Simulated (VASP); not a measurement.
Input of a VASP 6.6.1 run:

File INCAR:

```
SYSTEM = GdB
PREC = Accurate
ENCUT = 520
EDIFF = 1E-6
ISMEAR = 0
SIGMA = 0.05
LREAL = .False.
LASPH = .True.
NELM = 150
ALGO = Normal
ISIF = 2
LWAVE = .False.
LCHARG = .False.
ISPIN = 2
MAGMOM = 7.8 0
LORBIT = 11
LMAXMIX = 6
GGA = PS
NBANDS = 22
```

Contents of KPOINTS:

```
regular mesh
0
Gamma
  10 10 10
  0 0 0
```

Contents of POSCAR:

```
GdB
1.0
    0.0000000000      2.6369886088      2.6369886088
    2.6369886088      0.0000000000      2.6369886088
    2.6369886088      2.6369886088      0.0000000000
Gd B
1 1
Direct
    0.5000000000      0.5000000000      0.5000000000
    0.0000000000      0.0000000000      0.0000000000
```

Potentials or basis: VASP PAW PBE potentials, release 64 (Gd, B).

Command:

```console
$ cat potpaw_PBE.64/Gd/POTCAR potpaw_PBE.64/B/POTCAR > POTCAR
$ mpirun -np 1 vasp_std > vasp.out
```

Question: What does it give for the net moment?

Answer: 8.19 μB per cell.

Question: What does it give for the site moments?

Answer: Gd +7.04; B +0.25 μB.

Question: Estimate the pressure.

Answer: 1.5 GPa.

Caveat: the PAW data sets were made with another functional, which shifts forces and pressure a little; a cell with one magnetic atom can't hold antiferromagnetic order, which such compounds often take. The state reached can hang on the start; a lower one may exist.
